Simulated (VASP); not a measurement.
## NaCl: single point with r2SCAN

The system is NaCl.

```xyz
2
Lattice="0.0000 3.0242 3.0242 3.0242 0.0000 3.0242 3.0242 3.0242 0.0000" Properties=species:S:1:pos:R:3 pbc="T T T"
Na    0.0000    0.0000    0.0000
Cl    1.5121    1.5121    1.5121
```

This cell differs from its parent crystal: volume changed by -6%.

```
Program             : VASP 6.6.1
Task                : single point
Functional          : r2SCAN
Potentials or basis : VASP PAW PBE potentials, release 64 (Na_pv, Cl)
Cutoff              : 520 eV
k mesh              : 6 × 6 × 6
Occupations         : gaussian, width 0.01 eV
Spin                : no spin polarisation
```

* Pressure: 1.2 GPa
* Band gap on the k mesh: 5.72 eV, direct

Levels at points of the mesh, in eV from the valence-band top:
| k point | band 3 | band 4 | band 5 | band 6 | band 7 | band 8 | band 9 | band 10 | band 11 | band 12 |
| --- | --- | --- | --- | --- | --- | --- | --- | --- | --- | --- |
| (0.00, 0.00, 0.00) | -21.14 | -12.74 | 0.00 | 0.00 | 0.00 | 5.72 | 12.27 | 12.27 | 12.27 | 13.90 |
| (0.50, 0.00, 0.00) | -21.14 | -12.56 | -1.15 | -0.10 | -0.10 | 8.53 | 9.77 | 11.50 | 11.50 | 15.63 |
| (0.50, 0.50, 0.00) | -21.15 | -12.50 | -1.04 | -0.32 | -0.32 | 7.52 | 9.90 | 12.09 | 14.52 | 14.52 |

Run time: 35 s on 1 thread of AMD EPYC 7R13 Processor (Zen 3) (shared host), peak memory 0.15 GiB.

Caveat: the PAW data sets were made with another functional, which shifts forces and pressure a little.
